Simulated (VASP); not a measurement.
The system is As.

```
As
1.0
     2.45188    0.00000    0.00000
    -1.22594    2.12339    0.00000
     0.00000    0.00000    3.80879
As
2
Direct
  0.33333 0.66667 0.25000
  0.66667 0.33333 0.75000
```

Base run:

```yaml
Program: VASP 6.6.1
Functional: PBE
Potentials_or_basis: VASP PAW PBE potentials, release 64 (As)
Cutoff: 520 eV
k_mesh: 18 × 18 × 10
Occupations: fermi-dirac, width 0.08 eV
Spin: no spin polarisation
```

Its results: band gap on the k mesh zero (band 5 reaches 25.96 eV, above the bottom of band 6 at 8.44 eV); pressure 227.6 GPa.

Q: The run is repeated on the same cell with these changes: potentials or basis from VASP PAW PBE potentials, release 64 (As) to VASP PAW PBE potentials, release 64 (As_d); cutoff from 520 eV to 600 eV; further incar settings from ALGO = Normal; EDIFF = 1e-06; NBANDS = 12 to ALGO = Normal; EDIFF = 1e-06; NBANDS = 22; valence electrons from 10 to 30. What comes out?

A: Band gap on the k mesh zero (band 15 reaches 22.28 eV, above the bottom of band 16 at 4.85 eV); pressure 221.6 GPa.
